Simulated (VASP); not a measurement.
# BN (Cmcm) in VASP: further runs, part 2 of 2

VASP 6.6.1. The steps go on from the part before.

## (4) Relaxation of the atoms, PBEsol (normal strain along x -0.0733, normal strain along z +0.1100)

Contents of INCAR:

```
PREC = Accurate
ENCUT = 520
EDIFF = 1E-7
ISMEAR = 0
SIGMA = 0.05
LREAL = F
LASPH = T
NELM = 120
ALGO = Normal
ISIF = 2
LWAVE = F
LCHARG = F
GGA = PS
IBRION = 2
NSW = 50
EDIFFG = -0.01
GGA_COMPAT = F
NELMIN = 4
```

Contents of KPOINTS:

```
Automatic mesh
0
Gamma
  12 12 4
```

Contents of POSCAR:

```
BN
1.0
    2.3202494124      0.0000000000      0.0000000000
   -1.1601247062      2.1683338019      0.0000000000
    0.0000000000      0.0000000000      7.8078478008
B N
2 2
Direct
    0.3333333333      0.6666666667      0.2500000000
    0.6666666667      0.3333333333      0.7500000000
    0.3333333333      0.6666666667      0.7500000000
    0.6666666667      0.3333333333      0.2500000000
```

Potentials or basis: VASP PAW PBE potentials, release 64 (B, N).

Started as:

```
cat potpaw_PBE.64/B/POTCAR potpaw_PBE.64/N/POTCAR > POTCAR
mpirun -np 1 vasp_std > vasp.out
```

OUTCAR:

```text
PREC = Accurate
   ENCUT = 520
   EDIFF = 1E-7
   ISMEAR = 0
   LREAL = F
   LASPH = T
   NELM = 120
   ISIF = 2
   GGA = PS
   IBRION = 2
   NSW = 50
   EDIFFG = -0.01
   NELMIN = 4

 ion  position               nearest neighbor table
   1  0.333  0.667  0.250-   4 1.37   4 1.37   4 1.45
   2  0.667  0.333  0.750-   3 1.37   3 1.37   3 1.45
   3  0.333  0.667  0.750-   2 1.37   2 1.37   2 1.45
   4  0.667  0.333  0.250-   1 1.37   1 1.37   1 1.45

  LATTYP: Found a base centered orthorhombic cell.
 ALAT       =     2.3202494124
 B/A-ratio  =     1.8690523444
 C/A-ratio  =     3.3650898731

  Lattice vectors:

 A1 = (   1.1601247062,  -2.1683338019,   0.0000000000)
 A2 = (   1.1601247062,   2.1683338019,   0.0000000000)
 A3 = (   0.0000000000,   0.0000000000,   7.8078478008)

Analysis of symmetry for initial positions (statically):
=====================================================================
 Subroutine PRICEL returns:
 Original cell was already a primitive cell.

 Routine SETGRP: Setting up the symmetry group for a
 base centered orthorhombic supercell.

 Subroutine GETGRP returns: Found  8 space group operations
 (whereof  4 operations were pure point group operations)
 out of a pool of  8 trial point group operations.

The static configuration has the point symmetry C_2h.
[... 179 lines left out ...]
  external PRESSURE =     290.3761906 kB  Pullay stress =       0.0000000 kB
[... 291 lines left out ...]
--------------------------------------- Ionic step        9  -------------------------------------------

 number of electron      15.9999999 magnetization

 Free energy of the ion-electron system (eV)
  ---------------------------------------------------
  ext. energy  EPLUGINS =         0.00000000
  ---------------------------------------------------
  free energy    TOTEN  =       -35.94630753 eV

  energy without entropy =      -35.94630753  energy(sigma->0) =      -35.94630753

 E-fermi :   1.7336     XC(G=0):  -9.3954

 val. band max:        1.4927091962   @ k =   0.3333   0.3333   0.0000
 cond. band min:       5.5929777619   @ k =   0.0000   0.5000   0.0000
 fundamental gap:      4.1002685657
 Fermi energy:         1.7335817893

 k-point     1 :       0.0000    0.0000    0.0000
  band No.  band energies     occupation
      1     -16.9024      2.00000
      2     -16.8288      2.00000
      3      -4.8645      2.00000
      4      -4.0058      2.00000
      5      -0.3434      2.00000
      6      -0.3369      2.00000
      7       1.0061      2.00000
      8       1.0102      2.00000
      9       5.7767      0.00000
     10       9.7725      0.00000
     11      12.3664      0.00000
     12      13.2027      0.00000
[... 331 lines left out ...]
 k-point    24 :       0.4167    0.1667    0.0000
  band No.  band energies     occupation
      1     -12.9277      2.00000
      2     -12.9169      2.00000
      3      -7.4923      2.00000
      4      -7.4774      2.00000
      5      -4.5378      2.00000
      6      -4.5272      2.00000
      7       0.8713      2.00000
      8       1.1535      2.00000
      9       6.4828      0.00000
     10       6.8582      0.00000
     11      13.1197      0.00000
     12      13.8450      0.00000

 [... further k-points ...]
[... 5 lines left out ...]
  --------------------------------------------------------------------------------------
  -------------------------------------------------------------------------------------
  Total       16.3991404      4.2016699     -0.1166925      0.0000000      0.0000000      0.0000000
  in kB      668.8666078    171.3721962     -4.7595009      0.0000000      0.0000000      0.0000000
  external PRESSURE =     278.4931011 kB  Pullay stress =       0.0000000 kB
[... 19 lines left out ...]
  FREE ENERGIE OF THE ION-ELECTRON SYSTEM (eV)
  ---------------------------------------------------
  free  energy   TOTEN  =       -35.9463075273 eV

  energy  without entropy=      -35.9463075273  energy(sigma->0) =      -35.94630753

 reached required accuracy - stopping structural energy minimisation
```

Run time: 5.3 min. Hardware: 1 thread of Intel Xeon 8259CL, shared host; peak memory 0.19 GiB.

Results:

| Item | Value |
| --- | --- |
| Free energy | -35.9463 eV |
| Energy gained by relaxing | 11.6 meV/atom |
| Ionic steps | 9 |
| Pressure after relaxing | 27.8 GPa |
| Largest force after relaxing | 0.010 eV/Å |
| Band gap on the k mesh | 4.10 eV, indirect (least direct gap 4.77 eV) |

Forces in eV/Å, atoms in the order of the input:
```
B    0.000  0.008  0.000
B    0.000 -0.008  0.000
N    0.000  0.010  0.000
N    0.000 -0.010  0.000
```

The path:
```
step  energy change (eV)  largest force (eV/Å)  pressure (GPa)
   1              0.0000                1.5456           29.04
   2              0.8068                7.5112           31.37
   3             -0.0462                0.0140           27.84
   4             -0.0462                0.0209           27.85
   5             -0.0462                0.0192           27.85
   6             -0.0462                0.0157           27.85
   7             -0.0462                0.0153           27.85
   8             -0.0462                0.0134           27.85
   9             -0.0462                0.0095           27.85
```

Final structure:
```xyz
4
Lattice="2.3202 0.0000 0.0000 -1.1601 2.1683 0.0000 0.0000 0.0000 7.8078" Properties=species:S:1:pos:R:3 pbc="T T T"
B     0.0000    1.4601    1.9520
B     1.1601    0.7083    5.8559
N     0.0000    1.4604    5.8559
N     1.1601    0.7079    1.9520
```

Caveat: the cell differs from its parent crystal (normal strain along x -0.0733, normal strain along z +0.1100); the PAW data sets were made with another functional, which shifts forces and pressure a little; this functional lacks dispersion, which binds the layers, so the pressure and a relaxed spacing across them are unreliable.

## (5) The runs side by side

```tsv
cell	gap on the mesh (eV)	pressure (GPa)	largest force (eV/Å)
atoms relaxed from a = 2.320, b = 2.459, c = 6.776 Å, angles 90.0, 90.0, 118.1°, 4 atoms	3.78	32.5	0.01
atoms relaxed from a = 2.687, b = 2.551, c = 7.808 Å, angles 90.0, 90.0, 121.8°, 4 atoms	4.08	-18.1	-
atoms relaxed from a = 2.320, b = 2.459, c = 7.808 Å, angles 90.0, 90.0, 118.1°, 4 atoms	4.10	27.8	0.01
```

Alike in all rows: task relaxation of the atoms; level PBEsol; potentials or basis VASP PAW PBE potentials, release 64 (B, N); no spin polarisation; k mesh 12 × 12 × 4; cutoff (eV) 520; smearing gaussian 0.05 eV.

Caveats: the PAW data sets were made with another functional, which shifts forces and pressure a little; this functional lacks dispersion, which binds the layers, so the pressure and a relaxed spacing across them are unreliable.

Absolute energies hang on the potentials; compare differences alone.
